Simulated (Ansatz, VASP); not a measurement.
**Two plane-wave programs on Zn**

The input INCAR:

```
PREC     = Accurate       # precision mode
ENCUT    = 520            # plane-wave cutoff, eV
EDIFF    = 1E-6           # SCF threshold, eV
ISMEAR   = 0              # smearing method
SIGMA    = 0.1            # smearing width, eV
LREAL    = F              # projectors in reciprocal space
LASPH    = T              # aspherical terms in the spheres
NELM     = 100            # most SCF steps
ALGO     = Fast           # electronic algorithm
ISIF     = 2              # what is computed and relaxed
LWAVE    = F              # write WAVECAR
LCHARG   = F              # write CHGCAR
GGA      = PS             # functional
NBANDS   = 12             # bands
```

Contents of KPOINTS:

```
regular mesh
0
Gamma
  18 18 18
```

Contents of POSCAR:

```
Zn
1.0
   -1.5691292266      1.5691292266      1.5691292266
    1.5691292266     -1.5691292266      1.5691292266
    1.5691292266      1.5691292266     -1.5691292266
Zn
1
Direct
    0.0000000000      0.0000000000      0.0000000000
```

Input for Ansatz:

```yaml
crystal:
  lattice:
    - [-1.5691292266, 1.5691292266, 1.5691292266]
    - [1.5691292266, -1.5691292266, 1.5691292266]
    - [1.5691292266, 1.5691292266, -1.5691292266]
  atoms:
    - { symbol: Zn, position: [0.0, 0.0, 0.0] }
basis:
  ecutwfc: 420
kpoints:
  mp_grid: { grid: [18, 18, 18] }
hamiltonian:
  xc: pbesol
scf:
  occupations: { method: gaussian, width: 0.1 }
output:
  forces: true
  stress: true
  eigenvalues: true
  populations: true
```

Alike in both runs: task single point; functional PBEsol; k mesh 18 × 18 × 18; occupations gaussian, width 0.1 eV; no spin polarisation.

|  | VASP | Ansatz |
| --- | --- | --- |
| version | VASP 6.6.1 | Ansatz 0.2.0 |
| potentials or method | VASP PAW PBE potentials, release 64 (Zn), cutoff 520 eV | scalar-relativistic, plane waves, PAW |
| valence electrons in the cell | 12 | 12 |

```csv
,VASP,Ansatz,Ansatz less VASP
gap on the k mesh at the Fermi level (eV),none,none,-
pressure (GPa),-4.9,-5.2,-0.34
```

VASP's potentials were made for PBE, not for PBEsol. A gap of «none» marks a metal or a gap that the smearing closes. The functional is the same, so the differences come from potentials, cutoffs and numerics.
